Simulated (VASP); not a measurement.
Here is a VASP 6.6.1 calculation.

INCAR

```
  PREC = Accurate
  ENCUT = 520
  EDIFF = 1E-6
  ISMEAR = -1
  SIGMA = 0.1
  LREAL = False
  LASPH = True
  NELM = 150
  ALGO = Normal
  ISIF = 2
  LWAVE = False
  LCHARG = False
  ISPIN = 2
  MAGMOM = 2 2 2 0
  LORBIT = 11
  LMAXMIX = 4
  GGA = PS
  IVDW = 12
  NBANDS = 32
```

The input KPOINTS:

```
Automatic mesh
0
Gamma
  6 6 6
```

The input POSCAR:

```
Ni3Pt
1.0
    3.6245700000      0.0000000000      0.0000000000
    0.0000000000      3.6245700000      0.0000000000
    0.0000000000      0.0000000000      3.6245700000
Ni Pt
3 1
Direct
    0.5000000000      0.0137947398      0.5000000000
    0.0000000000      0.5000000000      0.5000000000
    0.5000000000      0.5000000000      0.0000000000
    0.0000000000      0.0000000000      0.0000000000
```

Potentials or basis: VASP PAW PBE potentials, release 64 (Ni, Pt).

Run with:

```sh
$ cat potpaw_PBE.64/Ni/POTCAR potpaw_PBE.64/Pt/POTCAR > POTCAR
$ mpirun -np 1 vasp_std > vasp.out
```

**Question.** What does it give for the site moments?

**Answer.** Ni +0.65; Pt +0.30 μB.

**Question.** Predict the dispersion energy per atom.

**Answer.** -0.499 eV.

Forces in eV/Å, atoms in the order of the input:
```
Ni   0.000 -0.285  0.000
Ni   0.000  0.139  0.000
Ni   0.000  0.139  0.000
Pt   0.000  0.007  0.000
```

Caveat: three body term missing; the cell stands under tension; the PAW data sets were made with another functional, which shifts forces and pressure a little.
